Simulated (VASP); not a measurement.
# CaGe2N3 (Cmmm) in VASP: single point with PBE

Aim: the single point of CaGe2N3 with PBE.

Everything below comes from runs of VASP 6.6.1. Logs are shortened: lines on timing, memory, paths and dates and some standing lists are left out, and cuts for length are marked.

## (1) The cell of the first run

It takes space group Cmmm (No. 65, orthorhombic). Conventional cell: a = 5.416 Å, b = 8.818 Å, c = 4.065 Å, α = 90.00°, β = 90.00°, γ = 90.00°. Within 4.0 Å of Ca (site symmetry mmm) lie 10 N at 3.03 to 3.39 Å and 8 Ge at 3.29 Å. Within 3.4 Å of Ge (site symmetry 2/m) lie 6 N at 2.58 to 2.59 Å and 2 Ge at 2.71 Å and 4 Ca at 3.29 Å. Within 3.2 Å of N (site symmetry m2m) lie 5 N at 2.45 to 3.18 Å and 4 Ge at 2.58 Å and 3 Ca at 3.03 to 3.04 Å. N (site symmetry mmm) has 4 N at 2.45 Å and 4 Ge at 2.59 Å within 3.2 Å.

## (2) Single point, PBE

INCAR reads:

```
PREC = Accurate ; ENCUT = 520
EDIFF = 1E-7 ; ISMEAR = 0
SIGMA = 0.1 ; LREAL = False
LASPH = True ; NELM = 60
ALGO = Normal ; ISIF = 2
LWAVE = False ; LCHARG = False
GGA = PE ; NBANDS = 36
```

KPOINTS reads:

```
regular mesh
0
Gamma
  4 4 4
```

POSCAR reads:

```
CaGe2N3
1.0
    2.7077844300     -4.4090625400      0.0000000000
    2.7077844300      4.4090625400      0.0000000000
    0.0000000000      0.0000000000      4.0646538700
Ca Ge N
1 2 3
Direct
    0.5000000000      0.5000000000      0.0000000000
    0.0000000000      0.5000000000      0.5000000000
    0.5000000000      0.0000000000      0.5000000000
    0.1558577600      0.8441422400      0.0000000000
    0.8441422400      0.1558577600      0.0000000000
    0.0000000000      0.0000000000      0.5000000000
```

Potentials or basis: VASP PAW PBE potentials, release 64 (Ca_sv, Ge_d, N).

Run with:

```console
cat potpaw_PBE.64/Ca_sv/POTCAR potpaw_PBE.64/Ge_d/POTCAR potpaw_PBE.64/N/POTCAR > POTCAR
mpirun -np 1 vasp_std > vasp.out
```

OUTCAR:

```text
PREC = Accurate
   ENCUT = 520
   EDIFF = 1E-7
   ISMEAR = 0
   LREAL = False
   LASPH = True
   NELM = 60
   ISIF = 2
   GGA = PE

 ion  position               nearest neighbor table
   1  0.500  0.500  0.000-
   2  0.000  0.500  0.500-   3 2.71   3 2.71
   3  0.500  0.000  0.500-   2 2.71   2 2.71
   4  0.156  0.844  0.000-
   5  0.844  0.156  0.000-
   6  0.000  0.000  0.500-

  LATTYP: Found a base centered orthorhombic cell.
 ALAT       =     5.4155688600
 B/A-ratio  =     1.6282915623
 C/A-ratio  =     0.7505497530

  Lattice vectors:

 A1 = (   2.7077844300,  -4.4090625400,   0.0000000000)
 A2 = (   2.7077844300,   4.4090625400,   0.0000000000)
 A3 = (   0.0000000000,   0.0000000000,   4.0646538700)

Analysis of symmetry for initial positions (statically):
=====================================================================
 Subroutine PRICEL returns:
 Original cell was already a primitive cell.

 Routine SETGRP: Setting up the symmetry group for a
 base centered orthorhombic supercell.

 Subroutine GETGRP returns: Found  8 space group operations
 (whereof  8 operations were pure point group operations)
 out of a pool of  8 trial point group operations.

The static configuration has the point symmetry D_2h.

Analysis of symmetry for dynamics (positions and initial velocities):
=====================================================================
 Subroutine PRICEL returns:
 Original cell was already a primitive cell.

 Routine SETGRP: Setting up the symmetry group for a
 base centered orthorhombic supercell.

 Subroutine GETGRP returns: Found  8 space group operations
 (whereof  8 operations were pure point group operations)
 out of a pool of  8 trial point group operations.

The dynamic configuration has the point symmetry D_2h.

 Subroutine INISYM returns: Found  8 space group operations
 (whereof  8 operations are pure point group operations),
 and found     1 'primitive' translations

----------------------------------------------------------------------------------------

                                     Primitive cell

  volume of cell :      97.0541

  direct lattice vectors                    reciprocal lattice vectors
     2.707784430 -4.409062540  0.000000000     0.184652809 -0.113402792  0.000000000
     2.707784430  4.409062540  0.000000000     0.184652809  0.113402792  0.000000000
     0.000000000  0.000000000  4.064653870     0.000000000  0.000000000  0.246023409

  length of vectors
     5.174159739  5.174159739  4.064653870     0.216695300  0.216695300  0.246023409

  position of ions in fractional coordinates (direct lattice)
     0.500000000  0.500000000  0.000000000
     1.000000000  0.500000000  0.500000000
     0.500000000  1.000000000  0.500000000
     0.155857760  0.844142240  0.000000000
     0.844142240  0.155857760  0.000000000
     0.000000000  0.000000000  0.500000000

  ion indices of the primitive-cell ions
   primitive index   ion index
                 1           1
                 2           2
                 3           3
                 4           4
                 5           5
                 6           6

----------------------------------------------------------------------------------------

 KPOINTS: regular mesh

Automatic generation of k-mesh.
 Grid dimensions read from file:
 generate k-points for:    4    4    4

 Generating k-lattice:

  Cartesian coordinates                     Fractional coordinates (reciprocal lattice)
     0.046163202 -0.028350698  0.000000000     0.250000000 -0.000000000  0.000000000
     0.046163202  0.028350698  0.000000000    -0.000000000  0.250000000  0.000000000
     0.000000000  0.000000000  0.061505852     0.000000000  0.000000000  0.250000000

  Length of vectors
     0.054173825  0.054173825  0.061505852

  Shift w.r.t. Gamma in fractional coordinates (k-lattice)
     0.000000000  0.000000000  0.000000000

 Subroutine IBZKPT returns following result:
 ===========================================

 Found     21 irreducible k-points:

 Following reciprocal coordinates:
            Coordinates               Weight
  0.000000  0.000000  0.000000      1.000000
  0.250000  0.000000  0.000000      4.000000
  0.500000  0.000000  0.000000      2.000000
  0.250000  0.250000  0.000000      2.000000
  0.500000  0.250000  0.000000      4.000000
 -0.250000  0.250000  0.000000      2.000000
[... 13 lines left out ...]
 -0.250000  0.250000  0.500000      2.000000
  0.500000  0.500000  0.500000      1.000000
   k-points           NKPTS =     21   k-points in BZ     NKDIM =     21   number of bands    NBANDS=     36
   number of dos      NEDOS =    301   number of ions     NIONS =      6
   total plane-waves  NPLWV =  48000
   dimension x,y,z NGX =    40 NGY =   40 NGZ =   30
   dimension x,y,z NGXF=    80 NGYF=   80 NGZF=   60
   ions per type =               1   2   3
   NGX,Y,Z   is equivalent  to a cutoff of  12.85, 12.85, 12.27 a.u.
   NGXF,Y,Z  is equivalent  to a cutoff of  25.70, 25.70, 24.54 a.u.
 SYSTEM =  unknown system
   PREC   = accura    normal or accurate (medium, high low for compatibility)
   ISTART =      0    job   : 0-new  1-cont  2-samecut
   ICHARG =      2    charge: 1-file 2-atom 10-const
   ISPIN  =      1    spin polarized calculation?
   LNONCOLLINEAR =      F non collinear calculations
   LSORBIT =      F    spin-orbit coupling
   LASPH  =      T    aspherical Exc in radial PAW
   ENCUT  =  520.0 eV  38.22 Ry    6.18 a.u.   9.62  9.62  7.56*2*pi/ulx,y,z
   NELM   =     60;   NELMIN=  2; NELMDL= -5     # of ELM steps
   EDIFF  = 0.1E-06   stopping-criterion for ELM
   LREAL  =      F    real-space projection
   EDIFFG = 0.1E-05   stopping-criterion for IOM
   NSW    =      0    number of steps for IOM
   IBRION =     -1    ionic relax: 0-MD 1-quasi-New 2-CG
   NFREE  =      0    steps in history (QN), initial steepest desc. (CG)
   ISIF   =      2    stress and relaxation
   ISYM   =      2    0-nonsym 1-usesym 2-fastsym
   POTIM  = 0.5000    time-step for ionic-motion
   TEBEG  =    0.0;   TEEND  =   0.0 temperature during run
   PSTRESS=    0.0 pullay stress
   NELECT =      53.0000    total number of electrons
   NUPDOWN=      -1.0000    fix difference up-down
   EMIN   =  10.00;   EMAX   =-10.00  energy-range for DOS
   EFERMI =   0.00;   METHOD = LEGACY
   ISMEAR =     0;   SIGMA  =   0.10  broadening in eV -4-tet -1-fermi 0-gaus
   EFERMI_NEDOS =   21; number of points for ismear=-14 and -15
   IALGO  =     38    algorithm
   IMIX   =      4    mixing-type and parameters
     AMIX     =   0.40;   BMIX     =  1.00
     AMIX_MAG =   1.60;   BMIX_MAG =  1.00
  volume/ion in A,a.u.               =      16.18       109.16
  Fermi-wavevector in a.u.,A,eV,Ry     =   1.338121  2.528683 24.362165  1.790569
  Thomas-Fermi vector in A             =   2.466617
   LORBIT       =      0    0 simple, 1 ext, 2 COOP (PROOUT), +10 PAW based schemes
   GGA     = PE    functional components
   LHFCALC =     F    Hartree Fock is set to
   AEXX    =    0.0000 exact exchange contribution
   IVDW    =     0    specifies the selected vdW correction
   LEPSILON=     F    determine dielectric tensor
   LRPA    =     F    only Hartree local field effects (RPA)
 non-spin polarized calculation
 Gauss-broadening in eV      SIGMA  =   0.10
  energy-cutoff  :      520.00
  volume of cell :       97.05
 maximum number of plane-waves:      2632
 NGX is ok and might be reduce to    40
   NGX = 19   NGY = 19   NGZ = 15

 number of electron      53.0000004 magnetization

 Free energy of the ion-electron system (eV)
  ---------------------------------------------------
  ext. energy  EPLUGINS =         0.00000000
  ---------------------------------------------------
  free energy    TOTEN  =       -27.89139587 eV

  energy without entropy =      -27.87236294  energy(sigma->0) =      -27.88187940

 E-fermi :   4.0859     XC(G=0): -10.3766

 val. band max:        4.0758184115   @ k =  -0.2500   0.2500   0.5000
 cond. band min:       4.0878526918   @ k =   0.0000   0.0000   0.0000
 fundamental gap:      0.0120342803
 Fermi energy:         4.0858763612

 k-point     1 :       0.0000    0.0000    0.0000
  band No.  band energies     occupation
      1     -37.1719      2.00000
      2     -20.7566      2.00000
      3     -20.6822      2.00000
      4     -20.6720      2.00000
      5     -20.6425      2.00000
      6     -20.6390      2.00000
[... 28 lines left out ...]
     35       8.3996      0.00000
     36       8.4820      0.00000

 k-point     2 :       0.2500    0.0000    0.0000
  band No.  band energies     occupation
      1     -37.1718      2.00000
      2     -20.7265      2.00000
      3     -20.6706      2.00000
      4     -20.6612      2.00000
      5     -20.6409      2.00000
      6     -20.6370      2.00000
[... 28 lines left out ...]
     35       8.3835      0.00000
     36       8.6548      0.00000

 k-point     3 :       0.5000    0.0000    0.0000
  band No.  band energies     occupation
      1     -37.1717      2.00000
      2     -20.6581      2.00000
      3     -20.6574      2.00000
      4     -20.6440      2.00000
      5     -20.6429      2.00000
      6     -20.6424      2.00000
[... 28 lines left out ...]
     35       8.2022      0.00000
     36       8.5443      0.00000
[... 625 lines left out ...]
 k-point    20 :      -0.2500    0.2500    0.5000
  band No.  band energies     occupation
      1     -37.1689      2.00000
      2     -20.7559      2.00000
      3     -20.6810      2.00000
      4     -20.6775      2.00000
      5     -20.6454      2.00000
      6     -20.6370      2.00000
[... 28 lines left out ...]
     35       8.6344      0.00000
     36       8.7694      0.00000

 k-point    21 :       0.5000    0.5000    0.5000
  band No.  band energies     occupation
      1     -37.1688      2.00000
      2     -20.7557      2.00000
      3     -20.6793      2.00000
      4     -20.6774      2.00000
      5     -20.6443      2.00000
      6     -20.6364      2.00000
[... 28 lines left out ...]
     35       8.3223      0.00000
     36       8.4250      0.00000

------------------------ aborting loop because EDIFF is reached ----------------------------------------

  FORCE on cell =-STRESS in cart. coord.  units (eV):
  Direction    XX          YY          ZZ          XY          YZ          ZX
  --------------------------------------------------------------------------------------
  -------------------------------------------------------------------------------------
  Total       -8.9079241     -6.8861575     -9.1808687      0.0000000      0.0000000      0.0000000
  in kB     -147.0527602   -113.6772663   -151.5585517      0.0000000      0.0000000      0.0000000
  external PRESSURE =    -137.4295261 kB  Pullay stress =       0.0000000 kB

 VOLUME and BASIS-vectors are now :
 -----------------------------------------------------------------------------
  energy-cutoff  :      520.00
  volume of cell :       97.05
      direct lattice vectors                 reciprocal lattice vectors
     2.707784430 -4.409062540  0.000000000     0.184652809 -0.113402792  0.000000000
     2.707784430  4.409062540  0.000000000     0.184652809  0.113402792  0.000000000
     0.000000000  0.000000000  4.064653870     0.000000000  0.000000000  0.246023409

 POSITION                                       TOTAL-FORCE (eV/Angst)
 -----------------------------------------------------------------------------------
      2.70778      0.00000      0.00000         0.000000      0.000000      0.000000
      1.35389      2.20453      2.03233        -0.000000      0.000000      0.000000
      1.35389     -2.20453      2.03233         0.000000     -0.000000      0.000000
      2.70778      3.03469      0.00000        -0.000000     -0.406652     -0.000000
      2.70778     -3.03469      0.00000        -0.000000      0.406652      0.000000
      0.00000      0.00000      2.03233        -0.000000      0.000000      0.000000
 -----------------------------------------------------------------------------------
    total drift:                                0.000000      0.000000     -0.000000

  FREE ENERGIE OF THE ION-ELECTRON SYSTEM (eV)
  ---------------------------------------------------
  free  energy   TOTEN  =       -27.8913958685 eV

  energy  without entropy=      -27.8723629413  energy(sigma->0) =      -27.88187940
```

Wall time 74 s (1 thread of Intel Xeon Platinum 8375C at 2.90GHz (Ice Lake), shared host); peak memory 0.24 GiB.

What came out:

- Free energy: -27.8914 eV
- Pressure: -13.7 GPa
- Largest force: 0.407 eV/Å

Forces on the atoms (eV/Å):
```
Ca   0.000  0.000  0.000
Ge   0.000  0.000  0.000
Ge   0.000  0.000  0.000
N    0.000 -0.407  0.000
N    0.000  0.407  0.000
N    0.000  0.000  0.000
```

Levels at points of the mesh, in eV from the Fermi level:
| k point | band 23 | band 24 | band 25 | band 26 | band 27 | band 28 | band 29 | band 30 |
| --- | --- | --- | --- | --- | --- | --- | --- | --- |
| (0.00, 0.00, 0.00) | -3.07 | -1.52 | -1.36 | 0.00 | 0.14 | 0.17 | 1.02 | 1.56 |
| (0.50, 0.00, 0.00) | -1.74 | -1.41 | -1.20 | -1.04 | 0.25 | 0.58 | 0.94 | 1.09 |
| (0.50, 0.50, 0.00) | -1.89 | -1.16 | -1.05 | -0.97 | 0.17 | 0.74 | 1.05 | 1.14 |
| (0.00, 0.00, 0.50) | -2.99 | -2.67 | -0.91 | -0.43 | -0.39 | 0.14 | 1.31 | 2.72 |
| (0.50, 0.00, 0.50) | -1.73 | -0.84 | -0.83 | -0.39 | 0.48 | 0.77 | 0.92 | 1.63 |
| (0.50, 0.50, 0.50) | -1.50 | -1.37 | -1.36 | -0.54 | -0.50 | 0.64 | 1.08 | 2.70 |

Caveat: the k points lie up to 0.39 Å⁻¹ apart.
